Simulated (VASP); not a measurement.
# C (a cell with a defect) in VASP: single point with PBEsol

Aim: the single point of C (a cell with a defect) with PBEsol.

All numbers are computed with VASP 6.6.1; they aren't measurements. Logs are shortened: lines on timing, memory, paths and dates and some standing lists are left out, and cuts for length are marked.

## 1. The cell of the first run

The cell holds a defect, 15 atoms: a = 5.026 Å, b = 5.026 Å, c = 5.026 Å, α = 60.00°, β = 60.00°, γ = 60.00°.

## 2. Single point, PBEsol

INCAR reads:

```
PREC = Accurate
ENCUT = 1000
EDIFF = 1E-6
ISMEAR = 0
SIGMA = 0.05
LREAL = Auto
LASPH = T
NELM = 120
ALGO = Normal
ISIF = 2
LWAVE = F
LCHARG = T
GGA = PS
LELF = T
LVHAR = T
NBANDS = 43
GGA_COMPAT = F
```

KPOINTS reads:

```
Automatic mesh
0
Gamma
  6 6 6
```

POSCAR reads:

```
C
1.0
    0.0000000000      3.5537981836     -3.5537981836
   -3.5537981836      0.0000000000     -3.5537981836
   -3.5537981836      3.5537981836      0.0000000000
C
15
Direct
    0.2500000000      0.7500000000      0.2500000000
    0.7500000000      0.2500000000      0.2500000000
    0.2500000000      0.2500000000      0.2500000000
    0.7500000000      0.7500000000      0.7500000000
    0.2500000000      0.7500000000      0.7500000000
    0.7500000000      0.2500000000      0.7500000000
    0.2500000000      0.2500000000      0.7500000000
    0.8750000000      0.3750000000      0.3750000000
    0.3750000000      0.3750000000      0.3750000000
    0.8191681863      0.8191681863      0.4397886275
    0.3750000000      0.8750000000      0.3750000000
    0.8750000000      0.3750000000      0.8750000000
    0.3750000000      0.3750000000      0.8750000000
    0.8750000000      0.8750000000      0.8750000000
    0.3750000000      0.8750000000      0.8750000000
```

Potentials or basis: VASP PAW PBE potentials, release 64 (C_h).

Command:

```console
> cat potpaw_PBE.64/C_h/POTCAR > POTCAR
> mpirun -np 1 vasp_std > vasp.out
```

OUTCAR:

```text
PREC = Accurate
   ENCUT = 1000
   EDIFF = 1E-6
   ISMEAR = 0
   LREAL = Auto
   LASPH = T
   NELM = 120
   ISIF = 2
   GGA = PS

 ion  position               nearest neighbor table
   1  0.250  0.750  0.250-
   2  0.750  0.250  0.250-
   3  0.250  0.250  0.250-
   4  0.750  0.750  0.750-  10 1.31
   5  0.250  0.750  0.750-
   6  0.750  0.250  0.750-
   7  0.250  0.250  0.750-
   8  0.875  0.375  0.375-
   9  0.375  0.375  0.375-
  10  0.819  0.819  0.440-   4 1.31
  11  0.375  0.875  0.375-
  12  0.875  0.375  0.875-
  13  0.375  0.375  0.875-
  14  0.875  0.875  0.875-
  15  0.375  0.875  0.875-

  LATTYP: Found a face centered cubic cell.
 ALAT       =     7.1075963672

  Lattice vectors:

 A1 = (   0.0000000000,   3.5537981836,  -3.5537981836)
 A2 = (  -3.5537981836,   0.0000000000,  -3.5537981836)
 A3 = (  -3.5537981836,   3.5537981836,   0.0000000000)

Analysis of symmetry for initial positions (statically):
=====================================================================
 Subroutine PRICEL returns:
 Original cell was already a primitive cell.

 Routine SETGRP: Setting up the symmetry group for a
 face centered cubic supercell.

 Subroutine GETGRP returns: Found  2 space group operations
 (whereof  2 operations were pure point group operations)
 out of a pool of 48 trial point group operations.

The static configuration has the point symmetry C_1h.

Analysis of symmetry for dynamics (positions and initial velocities):
=====================================================================
 Subroutine PRICEL returns:
 Original cell was already a primitive cell.

 Routine SETGRP: Setting up the symmetry group for a
 face centered cubic supercell.

 Subroutine GETGRP returns: Found  2 space group operations
 (whereof  2 operations were pure point group operations)
 out of a pool of 48 trial point group operations.

The dynamic configuration has the point symmetry C_1h.

 Subroutine INISYM returns: Found  2 space group operations
 (whereof  2 operations are pure point group operations),
 and found     1 'primitive' translations

----------------------------------------------------------------------------------------

                                     Primitive cell

  volume of cell :      89.7653

  direct lattice vectors                    reciprocal lattice vectors
     0.000000000  3.553798184 -3.553798184     0.140694540  0.140694540 -0.140694540
    -3.553798184  0.000000000 -3.553798184    -0.140694540 -0.140694540 -0.140694540
    -3.553798184  3.553798184  0.000000000    -0.140694540  0.140694540  0.140694540

  length of vectors
     5.025829589  5.025829589  5.025829589     0.243690091  0.243690091  0.243690091

  position of ions in fractional coordinates (direct lattice)
     0.250000000  0.750000000  0.250000000
     0.750000000  0.250000000  0.250000000
     0.250000000  0.250000000  0.250000000
     0.750000000  0.750000000  0.750000000
     0.250000000  0.750000000  0.750000000
     0.750000000  0.250000000  0.750000000
     0.250000000  0.250000000  0.750000000
     0.875000000  0.375000000  0.375000000
     0.375000000  0.375000000  0.375000000
     0.819168186  0.819168186  0.439788628
     0.375000000  0.875000000  0.375000000
     0.875000000  0.375000000  0.875000000
     0.375000000  0.375000000  0.875000000
     0.875000000  0.875000000  0.875000000
     0.375000000  0.875000000  0.875000000

  ion indices of the primitive-cell ions
   primitive index   ion index
                 1           1
                 2           2
                 3           3
                 4           4
                 5           5
                 6           6
                 7           7
                 8           8
                 9           9
                10          10
                11          11
                12          12
                13          13
                14          14
                15          15

----------------------------------------------------------------------------------------

 KPOINTS: Automatic mesh

Automatic generation of k-mesh.
 Grid dimensions read from file:
 generate k-points for:    6    6    6

 Generating k-lattice:

  Cartesian coordinates                     Fractional coordinates (reciprocal lattice)
     0.023449090  0.023449090 -0.023449090     0.166666667  0.000000000  0.000000000
    -0.023449090 -0.023449090 -0.023449090     0.000000000  0.166666667  0.000000000
    -0.023449090  0.023449090  0.023449090     0.000000000  0.000000000  0.166666667

  Length of vectors
     0.040615015  0.040615015  0.040615015

  Shift w.r.t. Gamma in fractional coordinates (k-lattice)
     0.000000000  0.000000000  0.000000000

 Subroutine IBZKPT returns following result:
 ===========================================

 Found     68 irreducible k-points:

 Following reciprocal coordinates:
            Coordinates               Weight
  0.000000  0.000000  0.000000      1.000000
  0.166667  0.000000  0.000000      4.000000
  0.000000  0.000000  0.166667      2.000000
  0.166667  0.166667  0.166667      2.000000
  0.333333  0.000000  0.000000      4.000000
  0.000000  0.000000  0.333333      2.000000
[... 16 lines left out ...]
  0.166667  0.166667 -0.333333      2.000000
  0.500000  0.333333  0.500000      4.000000
 [... further k-points ...]
   k-points           NKPTS =     68   k-points in BZ     NKDIM =     68   number of bands    NBANDS=     43
   number of dos      NEDOS =    301   number of ions     NIONS =     15
   total plane-waves  NPLWV = 157464
   dimension x,y,z NGX =    54 NGY =   54 NGZ =   54
   dimension x,y,z NGXF=   108 NGYF=  108 NGZF=  108
   ions per type =              15
   NGX,Y,Z   is equivalent  to a cutoff of  17.86, 17.86, 17.86 a.u.
   NGXF,Y,Z  is equivalent  to a cutoff of  35.72, 35.72, 35.72 a.u.
 SYSTEM =  unknown system
   PREC   = accura    normal or accurate (medium, high low for compatibility)
   ISTART =      0    job   : 0-new  1-cont  2-samecut
   ICHARG =      2    charge: 1-file 2-atom 10-const
   ISPIN  =      1    spin polarized calculation?
   LNONCOLLINEAR =      F non collinear calculations
   LSORBIT =      F    spin-orbit coupling
   LASPH  =      T    aspherical Exc in radial PAW
   ENCUT  = 1000.0 eV  73.50 Ry    8.57 a.u.  12.96 12.96 12.96*2*pi/ulx,y,z
   NELM   =    120;   NELMIN=  2; NELMDL= -5     # of ELM steps
   EDIFF  = 0.1E-05   stopping-criterion for ELM
   LREAL  =      T    real-space projection
   EDIFFG = 0.1E-04   stopping-criterion for IOM
   NSW    =      0    number of steps for IOM
   IBRION =     -1    ionic relax: 0-MD 1-quasi-New 2-CG
   NFREE  =      0    steps in history (QN), initial steepest desc. (CG)
   ISIF   =      2    stress and relaxation
   ISYM   =      2    0-nonsym 1-usesym 2-fastsym
   POTIM  = 0.5000    time-step for ionic-motion
   TEBEG  =    0.0;   TEEND  =   0.0 temperature during run
   PSTRESS=    0.0 pullay stress
   NELECT =      60.0000    total number of electrons
   NUPDOWN=      -1.0000    fix difference up-down
   EMIN   =  10.00;   EMAX   =-10.00  energy-range for DOS
   EFERMI =   0.00;   METHOD = LEGACY
   ISMEAR =     0;   SIGMA  =   0.05  broadening in eV -4-tet -1-fermi 0-gaus
   EFERMI_NEDOS =   21; number of points for ismear=-14 and -15
   IALGO  =     38    algorithm
   IMIX   =      4    mixing-type and parameters
     AMIX     =   0.40;   BMIX     =  1.00
     AMIX_MAG =   1.60;   BMIX_MAG =  1.00
  volume/ion in A,a.u.               =       5.98        40.38
  Fermi-wavevector in a.u.,A,eV,Ry     =   1.431383  2.704921 27.876392  2.048857
  Thomas-Fermi vector in A             =   2.551125
   LORBIT       =      0    0 simple, 1 ext, 2 COOP (PROOUT), +10 PAW based schemes
   GGA     = PS    functional components
   LHFCALC =     F    Hartree Fock is set to
   AEXX    =    0.0000 exact exchange contribution
   IVDW    =     0    specifies the selected vdW correction
   LEPSILON=     F    determine dielectric tensor
   LRPA    =     F    only Hartree local field effects (RPA)
 non-spin polarized calculation
 Gauss-broadening in eV      SIGMA  =   0.05
  energy-cutoff  :     1000.00
  volume of cell :       89.77
 maximum number of plane-waves:      6470
 NGX is ok and might be reduce to    54
   NGX = 25   NGY = 25   NGZ = 25

 number of electron      60.0000000 magnetization

 Free energy of the ion-electron system (eV)
  ---------------------------------------------------
  ext. energy  EPLUGINS =         0.00000000
  ---------------------------------------------------
  free energy    TOTEN  =      -135.89589103 eV

  energy without entropy =     -135.89326187  energy(sigma->0) =     -135.89457645

 E-fermi :  10.7648     XC(G=0): -13.3211

 val. band max:       10.7573448216   @ k =   0.3333   0.3333  -0.3333
 cond. band min:      10.7661232949   @ k =   0.3333   0.1667  -0.1667
 fundamental gap:      0.0087784733
 Fermi energy:        10.7647681369

 k-point     1 :       0.0000    0.0000    0.0000
  band No.  band energies     occupation
      1     -11.1490      2.00000
      2      -6.2946      2.00000
      3      -5.4783      2.00000
      4      -5.2884      2.00000
      5      -4.5917      2.00000
      6      -3.3716      2.00000
[... 34 lines left out ...]
     41      16.6517      0.00000
     42      17.5967      0.00000

 k-point     2 :       0.1667    0.0000    0.0000
  band No.  band energies     occupation
      1     -10.9624      2.00000
      2      -6.8858      2.00000
      3      -5.8962      2.00000
      4      -5.3434      2.00000
      5      -4.9075      2.00000
      6      -3.9970      2.00000
[... 34 lines left out ...]
     41      17.1163      0.00000
     42      17.6276      0.00000

 k-point     3 :       0.0000    0.0000    0.1667
  band No.  band energies     occupation
      1     -10.9738      2.00000
      2      -6.7421      2.00000
      3      -5.8069      2.00000
      4      -5.5063      2.00000
      5      -4.9632      2.00000
      6      -4.0370      2.00000
[... 34 lines left out ...]
     41      17.0752      0.00000
     42      17.9240      0.00000

 k-point     4 :       0.1667    0.1667    0.1667
  band No.  band energies     occupation
      1     -10.9642      2.00000
      2      -6.8287      2.00000
      3      -5.8263      2.00000
      4      -5.5327      2.00000
      5      -4.9034      2.00000
      6      -4.0067      2.00000
[... 844 lines left out ...]
     41      18.5621      0.00000
     42      19.2516      0.00000

 k-point    23 :       0.1667    0.1667   -0.3333
  band No.  band energies     occupation
      1      -9.9181      2.00000
      2      -8.5470      2.00000
      3      -6.7629      2.00000
      4      -6.0233      2.00000
      5      -6.0085      2.00000
      6      -4.0509      2.00000
[... 34 lines left out ...]
     41      18.7900      0.00000
     42      19.0160      0.00000

 k-point    24 :       0.5000    0.3333    0.5000
  band No.  band energies     occupation
      1      -9.7666      2.00000
      2      -8.8094      2.00000
      3      -6.9571      2.00000
      4      -6.1769      2.00000
      5      -5.2308      2.00000
      6      -4.4862      2.00000
[... 34 lines left out ...]
     41      19.1216      0.00000
     42      19.5883      0.00000

 [... further k-points ...]

 [bands above 42 left out]

------------------------ aborting loop because EDIFF is reached ----------------------------------------

  FORCE on cell =-STRESS in cart. coord.  units (eV):
  Direction    XX          YY          ZZ          XY          YZ          ZX
  --------------------------------------------------------------------------------------
  -------------------------------------------------------------------------------------
  Total        2.0707970      2.0707970     -8.5206258     -2.4956749      5.5693067     -5.5693067
  in kB       36.9606697     36.9606697   -152.0805922    -44.5441125     99.4039029    -99.4039032
  external PRESSURE =     -26.0530843 kB  Pullay stress =       0.0000000 kB

 VOLUME and BASIS-vectors are now :
 -----------------------------------------------------------------------------
  energy-cutoff  :     1000.00
  volume of cell :       89.77
      direct lattice vectors                 reciprocal lattice vectors
     0.000000000  3.553798184 -3.553798184     0.140694540  0.140694540 -0.140694540
    -3.553798184  0.000000000 -3.553798184    -0.140694540 -0.140694540 -0.140694540
    -3.553798184  3.553798184  0.000000000    -0.140694540  0.140694540  0.140694540

 POSITION                                       TOTAL-FORCE (eV/Angst)
 -----------------------------------------------------------------------------------
     -3.55380      1.77690     -3.55380         0.660437      0.831888      1.117557
     -1.77690      3.55380     -3.55380        -0.831888     -0.660437      1.117557
     -1.77690      1.77690     -1.77690        -0.112281      0.112281     -0.790770
     -5.33070      5.33070     -5.33070        -4.558317      4.558317      4.664479
     -5.33070      3.55380     -3.55380        -0.182135      0.611219      0.255309
     -3.55380      5.33070     -3.55380        -0.611219      0.182135      0.255309
     -3.55380      3.55380     -1.77690         0.061013     -0.061013     -0.213960
     -2.66535      4.44225     -4.44225         2.024481      2.065111      1.865025
     -2.66535      2.66535     -2.66535         0.060670     -0.060670     -0.481402
     -4.47408      4.47408     -5.82232         4.751410     -4.751410    -10.739093
     -4.44225      2.66535     -4.44225        -2.065111     -2.024481      1.865025
     -4.44225      6.21915     -4.44225         0.262568      1.516842      1.427940
     -4.44225      4.44225     -2.66535         0.047165     -0.047165      0.012143
     -6.21915      6.21915     -6.21915         2.010049     -2.010049     -1.783061
     -6.21915      4.44225     -4.44225        -1.516842     -0.262568      1.427940
 -----------------------------------------------------------------------------------
    total drift:                                0.000051     -0.000051      0.000188

  FREE ENERGIE OF THE ION-ELECTRON SYSTEM (eV)
  ---------------------------------------------------
  free  energy   TOTEN  =      -135.8958910327 eV

  energy  without entropy=     -135.8932618693  energy(sigma->0) =     -135.89457645
```

It took 11 min on 1 thread of Intel Xeon 6975P-C (Granite Rapids), shared host; peak memory 0.65 GiB.

What came out:

| Property | Result |
| --- | --- |
| Free energy | -135.8959 eV |
| Pressure | -2.6 GPa |
| Largest force | 12.668 eV/Å |
| Band gap on the k mesh | zero (bands 30 and 31 overlap by 1.62 eV) |

Forces in eV/Å, atoms in the order of the input:
```
C     0.660   0.832   1.118
C    -0.832  -0.660   1.118
C    -0.112   0.112  -0.791
C    -4.558   4.558   4.664
C    -0.182   0.611   0.255
C    -0.611   0.182   0.255
C     0.061  -0.061  -0.214
C     2.024   2.065   1.865
C     0.061  -0.061  -0.481
C     4.751  -4.751 -10.739
C    -2.065  -2.024   1.865
C     0.263   1.517   1.428
C     0.047  -0.047   0.012
C     2.010  -2.010  -1.783
C    -1.517  -0.263   1.428
```

Stress tensor (GPa, compression positive):
```
  3.70  -4.45  -9.94
 -4.45   3.70   9.94
 -9.94   9.94 -15.21
```

Caveat: the cell differs from its parent crystal (atoms taken out, atom 10 moved 0.125 of the way to it and +0.350 Å across, host rigid); the PAW data sets were made with another functional, which shifts forces and pressure a little.
